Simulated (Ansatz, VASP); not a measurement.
# One calculation of Hf, two programs

Contents of INCAR:

```
SYSTEM = Hf
PREC     = Accurate       ! precision mode
ENCUT    = 520            ! plane-wave cutoff, eV
EDIFF    = 1E-6           ! SCF threshold, eV
ISMEAR   = -1             ! smearing method
SIGMA    = 0.05           ! smearing width, eV
LREAL    = .False.        ! projectors in reciprocal space
LASPH    = .True.         ! aspherical terms in the spheres
NELM     = 80             ! most SCF steps
ALGO     = Normal         ! electronic algorithm
ISIF     = 2              ! what is computed and relaxed
LWAVE    = .False.        ! write WAVECAR
LCHARG   = .False.        ! write CHGCAR
GGA      = PE             ! functional
NBANDS   = 17             ! bands
```

The input KPOINTS:

```
Automatic mesh
0
Gamma
  13 13 7
  0 0 0
```

The input POSCAR:

```
Hf
1.0
    3.1966985242      0.0000000000      0.0000000000
   -1.5983492621      2.7684221302      0.0000000000
    0.0000000000      0.0000000000      5.0578000000
Hf
2
Direct
    0.3333333333      0.6666666667      0.2500000000
    0.6666666667      0.3333333333      0.7500000000
```

Input for Ansatz:

```yaml
crystal:
  lattice:
    - [3.1966985242, 0.0, 0.0]
    - [-1.5983492621, 2.7684221302, 0.0]
    - [0.0, 0.0, 5.0578]
  atoms:
    - { symbol: Hf, position: [0.3333333333, 0.6666666667, 0.25] }
    - { symbol: Hf, position: [0.6666666667, 0.3333333333, 0.75] }
kpoints:
  mp_grid: { grid: [13, 13, 7] }
  band_path:
    path:
      - [0.0, 0.0, 0.0]
      - [0.5, 0.0, 0.0]
      - [0.3333333333, 0.3333333333, 0.0]
      - [0.0, 0.0, 0.0]
      - [0.0, 0.0, 0.5]
      - [0.5, 0.0, 0.5]
      - [0.3333333333, 0.3333333333, 0.5]
      - [0.0, 0.0, 0.5]
      - [0.5, 0.0, 0.5]
    npoints: 5
scf:
  occupations: { method: fermi_dirac, width: 0.05 }
hamiltonian:
  xc: pbe
  pseudopotentials:
    kind: all_electron
    lapw: { basis_error: 0.0005 }
    relativity: none
output:
  forces: true
  stress: true
  eigenvalues: true
```

Alike in both runs: task single point; functional PBE; k mesh 13 × 13 × 7; occupations fermi-dirac, width 0.05 eV; no spin polarisation.

|  | VASP | Ansatz |
| --- | --- | --- |
| version | VASP 6.6.1 | Ansatz 0.2.0 |
| potentials or method | VASP PAW PBE potentials, release 64 (Hf_pv), cutoff 520 eV | all-electron LAPW, non-relativistic |

```csv
,VASP,Ansatz,Ansatz less VASP
pressure (GPa),0.3,5.7,+5.30
"traceless stress, the component that is largest in VASP (GPa)",-0.15,1.42,+1.565
```

Ansatz ran all-electron here, and VASP with PAW potentials.

Neither program's run includes spin-orbit coupling.
